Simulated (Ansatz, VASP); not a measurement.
# One calculation of Pt, two programs

File INCAR:

```
SYSTEM = Pt
PREC = Accurate
ENCUT = 520
EDIFF = 1E-6
ISMEAR = 0
SIGMA = 0.1
LREAL = .False.
LASPH = .True.
NELM = 80
ALGO = Fast
ISIF = 2
LWAVE = .False.
LCHARG = .False.
GGA = PS
NBANDS = 17
```

Contents of KPOINTS:

```
regular mesh
0
Gamma
  18 18 14
  0 0 0
```

File POSCAR:

```
Pt
1.0
    1.9590303455      1.9590303455      0.0000000000
   -1.9590303455      1.9590303455      0.0000000000
    0.0000000000      0.0000000000      3.9180606910
Pt
2
Direct
    0.0000000000      0.0000000000      0.0000000000
    0.5000000000      0.5000000000      0.5000000000
```

Input for Ansatz:

```yaml
crystal:
  lattice:
    - [1.9590303455, 1.9590303455, 0.0]
    - [-1.9590303455, 1.9590303455, 0.0]
    - [0.0, 0.0, 3.918060691]
  atoms:
    - { symbol: Pt, position: [0.0, 0.0, 0.0] }
    - { symbol: Pt, position: [0.5, 0.5, 0.5] }
basis:
  ecutwfc: 420
kpoints:
  mp_grid: { grid: [18, 18, 14] }
hamiltonian:
  xc: pbesol
scf:
  occupations: { method: gaussian, width: 0.1 }
output:
  forces: true
  stress: true
  eigenvalues: true
```

Alike in both runs: task single point; functional PBEsol; k mesh 18 × 18 × 14; occupations gaussian, width 0.1 eV; no spin polarisation.

|  | VASP | Ansatz |
| --- | --- | --- |
| version | VASP 6.6.1 | Ansatz 0.2.0 |
| potentials or method | VASP PAW PBE potentials, release 64 (Pt), cutoff 520 eV | scalar-relativistic, plane waves, PAW |
| valence electrons in the cell | 20 | 36 |

```csv
,VASP,Ansatz,Ansatz less VASP
gap on the k mesh at the Fermi level (eV),none,none,-
pressure (GPa),-0.4,0.0,+0.41
```

VASP's potentials were made for PBE, not for PBEsol. A gap of «none» marks a metal or a gap that the smearing closes. VASP's potentials hold 20 valence electrons a cell and Ansatz's 36, so a difference there can come from the potentials and not from the codes.

Neither program's run includes spin-orbit coupling.
